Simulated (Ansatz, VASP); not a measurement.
## BN in VASP and in Ansatz

```xyz
12
Lattice="6.3719 0.0000 0.0000 0.0000 2.5481 0.0000 -3.0579 0.0000 5.5942" Properties=species:S:1:pos:R:3 pbc="T T T"
B     1.0934    1.9110    1.2717
B     2.2206    0.6370    4.3225
B     4.2275    1.9110    3.4259
B    -0.9136    0.6370    2.1683
B    -0.5903    0.6370    5.0827
B     3.9042    1.9110    0.5115
N     0.5003    0.6370    1.6412
N     2.8137    1.9110    3.9530
N     1.0481    0.6370    5.2391
N     2.2659    1.9110    0.3551
N     4.6305    1.9110    1.8374
N    -1.3165    0.6370    3.7568
```

Alike in both runs: task relaxation of cell and atoms; functional PBE; k mesh 4 × 10 × 4; occupations gaussian, width 0.02 eV; no spin polarisation.

|  | VASP | Ansatz |
| --- | --- | --- |
| version | VASP 6.6.1 | Ansatz 0.2.0 |
| potentials or method | VASP PAW PBE potentials, release 64 (B, N), cutoff 600 eV | scalar-relativistic, plane waves, PAW |
| valence electrons in the cell | 48 | 48 |

```csv
,VASP,Ansatz,Ansatz less VASP
"gap on the k mesh at the Fermi level, each at its own relaxed structure (eV)",3.69,3.70,+0.008
relaxed volume (Å³/atom),7.57,7.57,+0.001
relaxed length of the cell vector where the two differ most in proportion (Å),6.375,6.376,+0.0010
```
